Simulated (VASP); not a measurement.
# Zr (P6_3/mmc) in VASP: settings compared

Aim: see how the results for Zr move with the level of theory and the settings. Levels: revPBE+D3(BJ), LDA, r2SCAN+rVV10. Tasks: single point.

Everything below comes from runs of VASP 6.6.1. Logs are shortened: lines on timing, memory, paths and dates and some standing lists are left out, and cuts for length are marked.

## 1. The cell of the first run

The structure is hexagonal, space group P6_3/mmc (No. 194). Conventional cell: a = 3.161 Å, b = 3.161 Å, c = 5.104 Å, α = 90.00°, β = 90.00°, γ = 120.00°. Within 4.1 Å of Zr (site symmetry -6m2) lie 12 Zr at 3.14 to 3.16 Å.

## 2. Single point, revPBE+D3(BJ)

File INCAR:

```
SYSTEM = Zr
PREC = Accurate
ENCUT = 520
EDIFF = 1E-6
ISMEAR = 1
SIGMA = 0.1
LREAL = .False.
LASPH = .True.
NELM = 80
ALGO = Normal
ISIF = 2
LWAVE = .False.
LCHARG = .False.
GGA = RE
IVDW = 12
NBANDS = 19
```

File KPOINTS:

```
Automatic mesh
0
Gamma
  9 9 5
  0 0 0
```

File POSCAR:

```
Zr
1.0
    3.1614482885      0.0000000000      0.0000000000
   -1.5807241443      2.7378945306      0.0000000000
    0.0000000000      0.0000000000      5.1039802191
Zr
2
Direct
    0.3333333333      0.6666666667      0.2500000000
    0.6666666667      0.3333333333      0.7500000000
```

Potentials or basis: VASP PAW PBE potentials, release 64 (Zr_sv).

On the command line:

```console
> cat potpaw_PBE.64/Zr_sv/POTCAR > POTCAR
> mpirun -np 1 vasp_std > vasp.out
```

OUTCAR:

```text
SYSTEM = Zr
   PREC = Accurate
   ENCUT = 520
   EDIFF = 1E-6
   ISMEAR = 1
   LREAL = .False.
   LASPH = .True.
   NELM = 80
   ISIF = 2
   GGA = RE
   IVDW = 12
 IVDW          = 12

 ion  position               nearest neighbor table
   1  0.333  0.667  0.250-   2 3.14   2 3.14   2 3.14   2 3.14   2 3.14   2 3.14
   2  0.667  0.333  0.750-   1 3.14   1 3.14   1 3.14   1 3.14   1 3.14   1 3.14

  LATTYP: Found a hexagonal cell.
 ALAT       =     3.1614482885
 C/A-ratio  =     1.6144436832

  Lattice vectors:

 A1 = (   3.1614482885,   0.0000000000,   0.0000000000)
 A2 = (  -1.5807241443,   2.7378945306,   0.0000000000)
 A3 = (   0.0000000000,   0.0000000000,   5.1039802191)

Analysis of symmetry for initial positions (statically):
=====================================================================
 Subroutine PRICEL returns:
 Original cell was already a primitive cell.

 Routine SETGRP: Setting up the symmetry group for a
 hexagonal supercell.

 Subroutine GETGRP returns: Found 24 space group operations
 (whereof 12 operations were pure point group operations)
 out of a pool of 24 trial point group operations.

The static configuration has the point symmetry D_3d.
 The point group associated with its full space group is D_6h.

Analysis of symmetry for dynamics (positions and initial velocities):
=====================================================================
 Subroutine PRICEL returns:
 Original cell was already a primitive cell.

 Routine SETGRP: Setting up the symmetry group for a
 hexagonal supercell.

 Subroutine GETGRP returns: Found 24 space group operations
 (whereof 12 operations were pure point group operations)
 out of a pool of 24 trial point group operations.

The dynamic configuration has the point symmetry D_3d.
 The point group associated with its full space group is D_6h.

 Subroutine INISYM returns: Found 24 space group operations
 (whereof 12 operations are pure point group operations),
 and found     1 'primitive' translations

----------------------------------------------------------------------------------------

                                     Primitive cell

  volume of cell :      44.1786

  direct lattice vectors                    reciprocal lattice vectors
     3.161448288  0.000000000  0.000000000     0.316310725  0.182622082  0.000000000
    -1.580724144  2.737894531  0.000000000     0.000000000  0.365244164  0.000000000
     0.000000000  0.000000000  5.103980219     0.000000000  0.000000000  0.195925524

  length of vectors
     3.161448288  3.161448289  5.103980219     0.365244164  0.365244164  0.195925524

  position of ions in fractional coordinates (direct lattice)
     0.333333333  0.666666667  0.250000000
     0.666666667  0.333333333  0.750000000

  ion indices of the primitive-cell ions
   primitive index   ion index
                 1           1
                 2           2

----------------------------------------------------------------------------------------

 KPOINTS: Automatic mesh

Automatic generation of k-mesh.
 Grid dimensions read from file:
 generate k-points for:    9    9    5

 Generating k-lattice:

  Cartesian coordinates                     Fractional coordinates (reciprocal lattice)
     0.035145636  0.020291342  0.000000000     0.111111111  0.000000000  0.000000000
     0.000000000  0.040582685  0.000000000     0.000000000  0.111111111  0.000000000
     0.000000000  0.000000000  0.039185105     0.000000000  0.000000000  0.200000000

  Length of vectors
     0.040582685  0.040582685  0.039185105

  Shift w.r.t. Gamma in fractional coordinates (k-lattice)
     0.000000000  0.000000000  0.000000000

 Subroutine IBZKPT returns following result:
 ===========================================

 Found     36 irreducible k-points:

 Following reciprocal coordinates:
            Coordinates               Weight
  0.000000  0.000000  0.000000      1.000000
  0.111111  0.000000  0.000000      6.000000
  0.222222 -0.000000  0.000000      6.000000
  0.333333  0.000000  0.000000      6.000000
  0.444444 -0.000000  0.000000      6.000000
  0.111111  0.111111  0.000000      6.000000
[... 16 lines left out ...]
  0.333333  0.222222  0.200000     24.000000
  0.333333  0.333333  0.200000      4.000000
 [... further k-points ...]
   k-points           NKPTS =     36   k-points in BZ     NKDIM =     36   number of bands    NBANDS=     19
   number of dos      NEDOS =    301   number of ions     NIONS =      2
   total plane-waves  NPLWV =  23040
   dimension x,y,z NGX =    24 NGY =   24 NGZ =   40
   dimension x,y,z NGXF=    48 NGYF=   48 NGZF=   80
   ions per type =               2
   NGX,Y,Z   is equivalent  to a cutoff of  12.62, 12.62, 13.03 a.u.
   NGXF,Y,Z  is equivalent  to a cutoff of  25.24, 25.24, 26.06 a.u.
 SYSTEM =  Zr
   PREC   = accura    normal or accurate (medium, high low for compatibility)
   ISTART =      0    job   : 0-new  1-cont  2-samecut
   ICHARG =      2    charge: 1-file 2-atom 10-const
   ISPIN  =      1    spin polarized calculation?
   LNONCOLLINEAR =      F non collinear calculations
   LSORBIT =      F    spin-orbit coupling
   LASPH  =      T    aspherical Exc in radial PAW
   ENCUT  =  520.0 eV  38.22 Ry    6.18 a.u.   5.88  5.88  9.49*2*pi/ulx,y,z
   NELM   =     80;   NELMIN=  2; NELMDL= -5     # of ELM steps
   EDIFF  = 0.1E-05   stopping-criterion for ELM
   LREAL  =      F    real-space projection
   EDIFFG = 0.1E-04   stopping-criterion for IOM
   NSW    =      0    number of steps for IOM
   IBRION =     -1    ionic relax: 0-MD 1-quasi-New 2-CG
   NFREE  =      0    steps in history (QN), initial steepest desc. (CG)
   ISIF   =      2    stress and relaxation
   ISYM   =      2    0-nonsym 1-usesym 2-fastsym
   POTIM  = 0.5000    time-step for ionic-motion
   TEBEG  =    0.0;   TEEND  =   0.0 temperature during run
   PSTRESS=    0.0 pullay stress
   NELECT =      24.0000    total number of electrons
   NUPDOWN=      -1.0000    fix difference up-down
   EMIN   =  10.00;   EMAX   =-10.00  energy-range for DOS
   EFERMI =   0.00;   METHOD = LEGACY
   ISMEAR =     1;   SIGMA  =   0.10  broadening in eV -4-tet -1-fermi 0-gaus
   EFERMI_NEDOS =   21; number of points for ismear=-14 and -15
   IALGO  =     38    algorithm
   IMIX   =      4    mixing-type and parameters
     AMIX     =   0.40;   BMIX     =  1.00
     AMIX_MAG =   1.60;   BMIX_MAG =  1.00
  volume/ion in A,a.u.               =      22.09       149.07
  Fermi-wavevector in a.u.,A,eV,Ry     =   1.335800  2.524295 24.277700  1.784361
  Thomas-Fermi vector in A             =   2.464476
   LORBIT       =      0    0 simple, 1 ext, 2 COOP (PROOUT), +10 PAW based schemes
   GGA     = RE    functional components
   LHFCALC =     F    Hartree Fock is set to
   AEXX    =    0.0000 exact exchange contribution
   IVDW    =    12    specifies the selected vdW correction
   LEPSILON=     F    determine dielectric tensor
   LRPA    =     F    only Hartree local field effects (RPA)
 non-spin polarized calculation
 Methfessel and Paxton  Order N= 1 SIGMA  =   0.10
  energy-cutoff  :      520.00
  volume of cell :       44.18
 maximum number of plane-waves:      1200
 NGX is ok and might be reduce to    24
   NGX = 11   NGY = 11   NGZ = 19

 number of electron      23.9999999 magnetization

 Free energy of the ion-electron system (eV)
  ---------------------------------------------------
  ext. energy  EPLUGINS =         0.00000000
  ---------------------------------------------------
  free energy    TOTEN  =       -16.29102730 eV

  energy without entropy =      -16.28982004  energy(sigma->0) =      -16.29062488

 E-fermi :   9.6692     XC(G=0): -11.2712

 val. band max:        9.6456258302   @ k =   0.0000   0.0000   0.4000
 cond. band min:       9.6786221504   @ k =   0.2222   0.2222   0.4000
 fundamental gap:      0.0329963203
 Fermi energy:         9.6692205432

 k-point     1 :       0.0000    0.0000    0.0000
  band No.  band energies     occupation
      1     -39.1087      2.00000
      2     -38.9268      2.00000
      3     -17.7095      2.00000
      4     -16.6924      2.00000
      5     -16.6924      2.00000
      6     -16.5559      2.00000
[... 11 lines left out ...]
     18      11.9969      0.00000
     19      14.3562      0.00000

 k-point     2 :       0.1111    0.0000    0.0000
  band No.  band energies     occupation
      1     -39.0912      2.00000
      2     -38.9189      2.00000
      3     -17.6657      2.00000
      4     -16.7938      2.00000
      5     -16.7245      2.00000
      6     -16.6432      2.00000
[... 11 lines left out ...]
     18      11.6904      0.00000
     19      14.5738      0.00000

 k-point     3 :       0.2222   -0.0000    0.0000
  band No.  band energies     occupation
      1     -39.0452      2.00000
      2     -38.9002      2.00000
      3     -17.5449      2.00000
      4     -17.0494      2.00000
      5     -16.8944      2.00000
      6     -16.8012      2.00000
[... 11 lines left out ...]
     18      12.5041      0.00000
     19      14.9228      0.00000

 k-point     4 :       0.3333    0.0000    0.0000
  band No.  band energies     occupation
      1     -38.9881      2.00000
      2     -38.8830      2.00000
      3     -17.3787      2.00000
      4     -17.3364      2.00000
      5     -17.1621      2.00000
      6     -16.8834      2.00000
[... 407 lines left out ...]
     18      14.6206      0.00000
     19      15.6044      0.00000

 k-point    23 :       0.3333    0.2222    0.2000
  band No.  band energies     occupation
      1     -38.9171      2.00000
      2     -38.8837      2.00000
      3     -17.4615      2.00000
      4     -17.3597      2.00000
      5     -17.1643      2.00000
      6     -16.9940      2.00000
[... 11 lines left out ...]
     18      15.0049      0.00000
     19      16.6246      0.00000

 k-point    24 :       0.3333    0.3333    0.2000
  band No.  band energies     occupation
      1     -38.8939      2.00000
      2     -38.8939      2.00000
      3     -17.3422      2.00000
      4     -17.3239      2.00000
      5     -17.3239      2.00000
      6     -17.0511      2.00000
[... 11 lines left out ...]
     18      14.2796      0.00000
     19      16.8661      0.00000

 [... further k-points ...]

------------------------ aborting loop because EDIFF is reached ----------------------------------------

 Edisp (eV)   -1.99871

 E8    (eV) :    -1.4986

  FORCE on cell =-STRESS in cart. coord.  units (eV):
  Direction    XX          YY          ZZ          XY          YZ          ZX
  --------------------------------------------------------------------------------------
  -------------------------------------------------------------------------------------
  Total      -0.00061    -0.00061     0.00652     0.00000    -0.00000     0.00000
  in kB      -0.02207    -0.02207     0.23635     0.00000    -0.00000     0.00000
  external pressure =        0.06 kB  Pullay stress =        0.00 kB

 VOLUME and BASIS-vectors are now :
 -----------------------------------------------------------------------------
  energy-cutoff  :      520.00
  volume of cell :       44.18
      direct lattice vectors                 reciprocal lattice vectors
     3.161448288  0.000000000  0.000000000     0.316310725  0.182622082  0.000000000
    -1.580724144  2.737894531  0.000000000     0.000000000  0.365244164  0.000000000
     0.000000000  0.000000000  5.103980219     0.000000000  0.000000000  0.195925524

 POSITION                                       TOTAL-FORCE (eV/Angst)
 -----------------------------------------------------------------------------------
     -0.00000      1.82526      1.27600         0.000000     -0.000000      0.000000
      1.58072      0.91263      3.82799        -0.000000      0.000000      0.000000
 -----------------------------------------------------------------------------------
    total drift:                               -0.000000      0.000000     -0.000000

  FREE ENERGIE OF THE ION-ELECTRON SYSTEM (eV)
  ---------------------------------------------------
  free  energy   TOTEN  =       -18.2897335777 eV

  energy  without entropy=      -18.2885263216  energy(sigma->0) =      -18.28933116
```

Run time: 8.3 s. Hardware: 1 thread of Intel Xeon 6975P-C (Granite Rapids), shared host; peak memory 0.17 GiB.

Results:

- Free energy: -18.2897 eV
- Pressure: 0.0 GPa
- Band gap on the k mesh: zero (band 12 reaches 10.55 eV, above the bottom of band 13 at 9.40 eV)
- Dispersion energy per atom: -0.999 eV

Levels at points of the mesh, in eV from the Fermi level:
```tsv
k point	band 10	band 11	band 12	band 13	band 14	band 15
(0.00, 0.00, 0.00)	-3.19	0.88	0.88	0.90	1.24	1.59
```

Caveat: the PAW data sets were made with another functional, which shifts forces and pressure a little; pairwise dispersion overbinds metals, which lowers pressure and volume.

## 3. Single point, LDA

This run uses another cell than the first one, of 21.80 Å³/atom, 0.987 times its volume.

INCAR, as its differences from that of step 2:

```diff
@@ -13,4 +13,2 @@
 LCHARG = .False.
-GGA = RE
-IVDW = 12
 NBANDS = 19
```

File KPOINTS:

```
regular mesh
0
Gamma
  9 9 5
  0 0 0
```

File POSCAR:

```
Zr
1.0
    3.1455743575      0.0000000000      0.0000000000
   -1.5727871787      2.7241473031      0.0000000000
    0.0000000000      0.0000000000      5.0884541755
Zr
2
Direct
    0.3333333333      0.6666666667      0.2500000000
    0.6666666667      0.3333333333      0.7500000000
```

Potentials or basis: VASP PAW LDA potentials, release 64 (Zr_sv).

On the command line:

```console
> cat potpaw_LDA.64/Zr_sv/POTCAR > POTCAR
> mpirun -np 1 vasp_std > vasp.out
```

Run time: 7.7 s. Hardware: 1 thread of Intel Xeon 6975P-C (Granite Rapids), shared host; peak memory 0.15 GiB.

The run converged. Its results:

```yaml
Free_energy: -18.5870 eV
Pressure: 0.1 GPa
Band_gap_on_the_k_mesh: zero (band 12 reaches 10.41 eV, above the bottom of band 13 at 9.32 eV)
```

Levels at points of the mesh, in eV from the Fermi level:
| k point | band 9 | band 10 | band 11 | band 12 | band 13 | band 14 | band 15 | band 16 |
| --- | --- | --- | --- | --- | --- | --- | --- | --- |
| (0.00, 0.00, 0.00) | -5.75 | -3.23 | 0.85 | 0.85 | 0.85 | 1.38 | 1.57 | 1.57 |

[end of part 1 of 2]
